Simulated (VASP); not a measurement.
# RbBr (Fm-3m) in VASP: further runs

Runs on RbBr. Level: PBE. Tasks: single point.

Everything below comes from runs of VASP 6.6.1. Logs are shortened: lines on timing, memory, paths and dates and some standing lists are left out, and cuts for length are marked.

## Step 1: The cell of the first run

It takes space group Fm-3m (No. 225, cubic). The conventional cell has a = 6.854 Å, b = 6.854 Å, c = 6.854 Å, α = 90.00°, β = 90.00°, γ = 90.00°. Rb (site symmetry m-3m) has 6 Br at 3.43 Å within 4.5 Å. Within 4.5 Å of Br (site symmetry m-3m) lie 6 Rb at 3.43 Å.

## Step 2: Single point, PBE

INCAR

```
SYSTEM = RbBr
ALGO     = Normal         ! electronic algorithm
EDIFF    = 1E-6           ! SCF threshold, eV
ENCUT    = 500            ! plane-wave cutoff, eV
GGA      = PE             ! functional
GGA_COMPAT= .FALSE.      
ISIF     = 2              ! what is computed and relaxed
ISMEAR   = 0              ! smearing method
LASPH    = .TRUE.         ! aspherical terms in the spheres
LCHARG   = .FALSE.        ! write CHGCAR
LREAL    = .FALSE.        ! projectors in reciprocal space
LWAVE    = .FALSE.        ! write WAVECAR
NBANDS   = 15             ! bands
NELM     = 120            ! most SCF steps
PREC     = Accurate       ! precision mode
SIGMA    = 0.02           ! smearing width, eV
```

KPOINTS

```
k-points
0
G
  6 6 6
  0 0 0
```

POSCAR

```
RbBr
1.0
    0.0000000000      3.4270000000      3.4270000000
    3.4270000000      0.0000000000      3.4270000000
    3.4270000000      3.4270000000      0.0000000000
Rb Br
1 1
Direct
    0.0000000000      0.0000000000      0.0000000000
    0.5000000000      0.5000000000      0.5000000000
```

Potentials or basis: VASP PAW PBE potentials, release 64 (Rb_sv, Br).

Launch:

```
$ cat potpaw_PBE.64/Rb_sv/POTCAR potpaw_PBE.64/Br/POTCAR > POTCAR
$ mpirun -np 1 vasp_std > vasp.out
```

OUTCAR:

```text
SYSTEM = RbBr
   EDIFF = 1E-6
   ENCUT = 500
   GGA = PE
   ISIF = 2
   ISMEAR = 0
   LASPH = .TRUE.
   LREAL = .FALSE.
   NELM = 120
   PREC = Accurate

 ion  position               nearest neighbor table
   1  0.000  0.000  0.000-   2 3.43   2 3.43   2 3.43   2 3.43   2 3.43   2 3.43
   2  0.500  0.500  0.500-   1 3.43   1 3.43   1 3.43   1 3.43   1 3.43   1 3.43

  LATTYP: Found a face centered cubic cell.
 ALAT       =     6.8540000000

  Lattice vectors:

 A1 = (   0.0000000000,   3.4270000000,   3.4270000000)
 A2 = (   3.4270000000,   0.0000000000,   3.4270000000)
 A3 = (   3.4270000000,   3.4270000000,   0.0000000000)

Analysis of symmetry for initial positions (statically):
=====================================================================
 Subroutine PRICEL returns:
 Original cell was already a primitive cell.

 Routine SETGRP: Setting up the symmetry group for a
 face centered cubic supercell.

 Subroutine GETGRP returns: Found 48 space group operations
 (whereof 48 operations were pure point group operations)
 out of a pool of 48 trial point group operations.

The static configuration has the point symmetry O_h .

Analysis of symmetry for dynamics (positions and initial velocities):
=====================================================================
 Subroutine PRICEL returns:
 Original cell was already a primitive cell.

 Routine SETGRP: Setting up the symmetry group for a
 face centered cubic supercell.

 Subroutine GETGRP returns: Found 48 space group operations
 (whereof 48 operations were pure point group operations)
 out of a pool of 48 trial point group operations.

The dynamic configuration has the point symmetry O_h .

 Subroutine INISYM returns: Found 48 space group operations
 (whereof 48 operations are pure point group operations),
 and found     1 'primitive' translations

----------------------------------------------------------------------------------------

                                     Primitive cell

  volume of cell :      80.4956

  direct lattice vectors                    reciprocal lattice vectors
     0.000000000  3.427000000  3.427000000    -0.145900204  0.145900204  0.145900204
     3.427000000  0.000000000  3.427000000     0.145900204 -0.145900204  0.145900204
     3.427000000  3.427000000  0.000000000     0.145900204  0.145900204 -0.145900204

  length of vectors
     4.846509878  4.846509878  4.846509878     0.252706567  0.252706567  0.252706567

  position of ions in fractional coordinates (direct lattice)
     0.000000000  0.000000000  0.000000000
     0.500000000  0.500000000  0.500000000

  ion indices of the primitive-cell ions
   primitive index   ion index
                 1           1
                 2           2

----------------------------------------------------------------------------------------

 KPOINTS: k-points

Automatic generation of k-mesh.
 Grid dimensions read from file:
 generate k-points for:    6    6    6

 Generating k-lattice:

  Cartesian coordinates                     Fractional coordinates (reciprocal lattice)
    -0.024316701  0.024316701  0.024316701     0.166666667  0.000000000  0.000000000
     0.024316701 -0.024316701  0.024316701     0.000000000  0.166666667  0.000000000
     0.024316701  0.024316701 -0.024316701     0.000000000  0.000000000  0.166666667

  Length of vectors
     0.042117761  0.042117761  0.042117761

  Shift w.r.t. Gamma in fractional coordinates (k-lattice)
     0.000000000  0.000000000  0.000000000

 Subroutine IBZKPT returns following result:
 ===========================================

 Found     16 irreducible k-points:

 Following reciprocal coordinates:
            Coordinates               Weight
  0.000000  0.000000  0.000000      1.000000
  0.166667  0.000000  0.000000      8.000000
  0.333333  0.000000  0.000000      8.000000
  0.500000  0.000000  0.000000      4.000000
  0.166667  0.166667  0.000000      6.000000
  0.333333  0.166667  0.000000     24.000000
[... 8 lines left out ...]
 -0.333333  0.333333  0.166667     24.000000
 -0.333333  0.500000  0.166667     12.000000
   k-points           NKPTS =     16   k-points in BZ     NKDIM =     16   number of bands    NBANDS=     15
   number of dos      NEDOS =    301   number of ions     NIONS =      2
   total plane-waves  NPLWV =  46656
   dimension x,y,z NGX =    36 NGY =   36 NGZ =   36
   dimension x,y,z NGXF=    72 NGYF=   72 NGZF=   72
   ions per type =               1   1
   NGX,Y,Z   is equivalent  to a cutoff of  12.35, 12.35, 12.35 a.u.
   NGXF,Y,Z  is equivalent  to a cutoff of  24.70, 24.70, 24.70 a.u.
 SYSTEM =  RbBr
   PREC   = accura    normal or accurate (medium, high low for compatibility)
   ISTART =      0    job   : 0-new  1-cont  2-samecut
   ICHARG =      2    charge: 1-file 2-atom 10-const
   ISPIN  =      1    spin polarized calculation?
   LNONCOLLINEAR =      F non collinear calculations
   LSORBIT =      F    spin-orbit coupling
   LASPH  =      T    aspherical Exc in radial PAW
   ENCUT  =  500.0 eV  36.75 Ry    6.06 a.u.   8.84  8.84  8.84*2*pi/ulx,y,z
   NELM   =    120;   NELMIN=  2; NELMDL= -5     # of ELM steps
   EDIFF  = 0.1E-05   stopping-criterion for ELM
   LREAL  =      F    real-space projection
   EDIFFG = 0.1E-04   stopping-criterion for IOM
   NSW    =      0    number of steps for IOM
   IBRION =     -1    ionic relax: 0-MD 1-quasi-New 2-CG
   NFREE  =      0    steps in history (QN), initial steepest desc. (CG)
   ISIF   =      2    stress and relaxation
   ISYM   =      2    0-nonsym 1-usesym 2-fastsym
   POTIM  = 0.5000    time-step for ionic-motion
   TEBEG  =    0.0;   TEEND  =   0.0 temperature during run
   PSTRESS=    0.0 pullay stress
   NELECT =      16.0000    total number of electrons
   NUPDOWN=      -1.0000    fix difference up-down
   EMIN   =  10.00;   EMAX   =-10.00  energy-range for DOS
   EFERMI =   0.00;   METHOD = LEGACY
   ISMEAR =     0;   SIGMA  =   0.02  broadening in eV -4-tet -1-fermi 0-gaus
   EFERMI_NEDOS =   21; number of points for ismear=-14 and -15
   IALGO  =     38    algorithm
   IMIX   =      4    mixing-type and parameters
     AMIX     =   0.40;   BMIX     =  1.00
     AMIX_MAG =   1.60;   BMIX_MAG =  1.00
  volume/ion in A,a.u.               =      40.25       271.61
  Fermi-wavevector in a.u.,A,eV,Ry     =   0.955412  1.805467 12.419564  0.912812
  Thomas-Fermi vector in A             =   2.084247
   LORBIT       =      0    0 simple, 1 ext, 2 COOP (PROOUT), +10 PAW based schemes
   GGA     = PE    functional components
   LHFCALC =     F    Hartree Fock is set to
   AEXX    =    0.0000 exact exchange contribution
   IVDW    =     0    specifies the selected vdW correction
   LEPSILON=     F    determine dielectric tensor
   LRPA    =     F    only Hartree local field effects (RPA)
 non-spin polarized calculation
 Gauss-broadening in eV      SIGMA  =   0.02
  energy-cutoff  :      500.00
  volume of cell :       80.50
 maximum number of plane-waves:      2085
   NGX = 17   NGY = 17   NGZ = 17

 number of electron      15.9999999 magnetization

 Free energy of the ion-electron system (eV)
  ---------------------------------------------------
  ext. energy  EPLUGINS =         0.00000000
  ---------------------------------------------------
  free energy    TOTEN  =        -6.09733862 eV

  energy without entropy =       -6.09733862  energy(sigma->0) =       -6.09733862

 E-fermi :  -1.6236     XC(G=0):  -7.2337

 val. band max:       -1.7521228436   @ k =   0.0000   0.0000   0.0000
 cond. band min:       2.6100090356   @ k =   0.0000   0.0000   0.0000
 fundamental gap:      4.3621318792
 Fermi energy:        -1.6235945421

 k-point     1 :       0.0000    0.0000    0.0000
  band No.  band energies     occupation
      1     -26.1665      2.00000
      2     -13.9331      2.00000
      3     -10.2434      2.00000
      4     -10.2434      2.00000
      5     -10.2434      2.00000
      6      -1.7521      2.00000
      7      -1.7521      2.00000
      8      -1.7521      2.00000
      9       2.6100      0.00000
     10       5.5272      0.00000
     11       5.5272      0.00000
     12       5.5272      0.00000
     13       6.4155      0.00000
     14       6.4155      0.00000
     15       9.2405      0.00000

 k-point     2 :       0.1667    0.0000    0.0000
  band No.  band energies     occupation
      1     -26.1642      2.00000
      2     -13.9439      2.00000
      3     -10.2453      2.00000
      4     -10.2453      2.00000
      5     -10.2313      2.00000
      6      -2.0563      2.00000
      7      -1.8471      2.00000
      8      -1.8471      2.00000
      9       3.2501      0.00000
     10       5.3953      0.00000
     11       5.8558      0.00000
     12       5.8558      0.00000
     13       6.8227      0.00000
     14       6.8227      0.00000
     15      10.2340      0.00000

 k-point     3 :       0.3333    0.0000    0.0000
  band No.  band energies     occupation
      1     -26.1595      2.00000
      2     -13.9652      2.00000
      3     -10.2491      2.00000
      4     -10.2491      2.00000
      5     -10.2074      2.00000
      6      -2.5387      2.00000
      7      -2.0246      2.00000
      8      -2.0246      2.00000
      9       4.4975      0.00000
     10       5.5526      0.00000
     11       6.7707      0.00000
     12       6.7707      0.00000
     13       7.8409      0.00000
     14       7.8409      0.00000
     15       9.8330      0.00000

 k-point     4 :       0.5000    0.0000    0.0000
  band No.  band energies     occupation
      1     -26.1571      2.00000
      2     -13.9757      2.00000
      3     -10.2510      2.00000
      4     -10.2510      2.00000
      5     -10.1955      2.00000
      6      -2.7416      2.00000
      7      -2.1080      2.00000
      8      -2.1080      2.00000
      9       5.0616      0.00000
     10       5.9649      0.00000
     11       7.7363      0.00000
     12       7.7363      0.00000
     13       8.4132      0.00000
     14       8.4132      0.00000
     15       9.1439      0.00000
[... 163 lines left out ...]
 k-point    14 :       0.5000    0.3333    0.1667
  band No.  band energies     occupation
      1     -26.1565      2.00000
      2     -13.9317      2.00000
      3     -10.3224      2.00000
      4     -10.2985      2.00000
      5     -10.2367      2.00000
      6      -2.4352      2.00000
      7      -2.0683      2.00000
      8      -1.9797      2.00000
      9       4.7977      0.00000
     10       5.1250      0.00000
     11       7.0664      0.00000
     12       7.7088      0.00000
     13       7.8414      0.00000
     14       8.1545      0.00000
     15       9.1853      0.00000

 k-point    15 :      -0.3333    0.3333    0.1667
  band No.  band energies     occupation
      1     -26.1550      2.00000
      2     -13.9247      2.00000
      3     -10.3414      2.00000
      4     -10.3329      2.00000
      5     -10.2251      2.00000
      6      -2.3949      2.00000
      7      -2.1027      2.00000
      8      -2.0803      2.00000
      9       5.2809      0.00000
     10       5.4957      0.00000
     11       6.7992      0.00000
     12       7.0510      0.00000
     13       8.4570      0.00000
     14       9.1579      0.00000
     15       9.2220      0.00000

 k-point    16 :      -0.3333    0.5000    0.1667
  band No.  band energies     occupation
      1     -26.1543      2.00000
      2     -13.9003      2.00000
      3     -10.3982      2.00000
      4     -10.3430      2.00000
      5     -10.2476      2.00000
      6      -2.1697      2.00000
      7      -2.1653      2.00000
      8      -2.0158      2.00000
      9       4.5583      0.00000
     10       6.1159      0.00000
     11       6.2339      0.00000
     12       7.1910      0.00000
     13       8.2360      0.00000
     14       9.1110      0.00000
     15       9.5956      0.00000

------------------------ aborting loop because EDIFF is reached ----------------------------------------

  FORCE on cell =-STRESS in cart. coord.  units (eV):
  Direction    XX          YY          ZZ          XY          YZ          ZX
  --------------------------------------------------------------------------------------
  -------------------------------------------------------------------------------------
  Total        0.5133673      0.5133673      0.5133673     -0.0000000      0.0000000      0.0000000
  in kB       10.2180136     10.2180136     10.2180136     -0.0000000      0.0000000      0.0000000
  external PRESSURE =      10.2180136 kB  Pullay stress =       0.0000000 kB

 VOLUME and BASIS-vectors are now :
 -----------------------------------------------------------------------------
  energy-cutoff  :      500.00
  volume of cell :       80.50
      direct lattice vectors                 reciprocal lattice vectors
     0.000000000  3.427000000  3.427000000    -0.145900204  0.145900204  0.145900204
     3.427000000  0.000000000  3.427000000     0.145900204 -0.145900204  0.145900204
     3.427000000  3.427000000  0.000000000     0.145900204  0.145900204 -0.145900204

 POSITION                                       TOTAL-FORCE (eV/Angst)
 -----------------------------------------------------------------------------------
      0.00000      0.00000      0.00000        -0.000000      0.000000      0.000000
      3.42700      3.42700      3.42700         0.000000     -0.000000     -0.000000
 -----------------------------------------------------------------------------------
    total drift:                                0.000000      0.000000      0.000000

  FREE ENERGIE OF THE ION-ELECTRON SYSTEM (eV)
  ---------------------------------------------------
  free  energy   TOTEN  =        -6.0973386207 eV

  energy  without entropy=       -6.0973386207  energy(sigma->0) =       -6.09733862
```

Run time: 27 s. Hardware: 1 thread of AMD EPYC 7R43 (Zen 3), shared host; peak memory 0.17 GiB.

What came out:

| Property | Result |
| --- | --- |
| Free energy | -6.0973 eV |
| Pressure | 1.0 GPa |
| Band gap on the k mesh | 4.36 eV |

Levels at points of the mesh, in eV from the valence-band top:
```tsv
k point	band 5	band 6	band 7	band 8	band 9	band 10	band 11	band 12
(0.00, 0.00, 0.00)	-8.49	0.00	0.00	0.00	4.36	7.28	7.28	7.28
(0.50, 0.00, 0.00)	-8.44	-0.99	-0.36	-0.36	6.81	7.72	9.49	9.49
(0.50, 0.50, 0.00)	-8.56	-0.47	-0.16	-0.16	5.61	7.13	9.20	9.20
```

(Continued in part 2 of 2.)
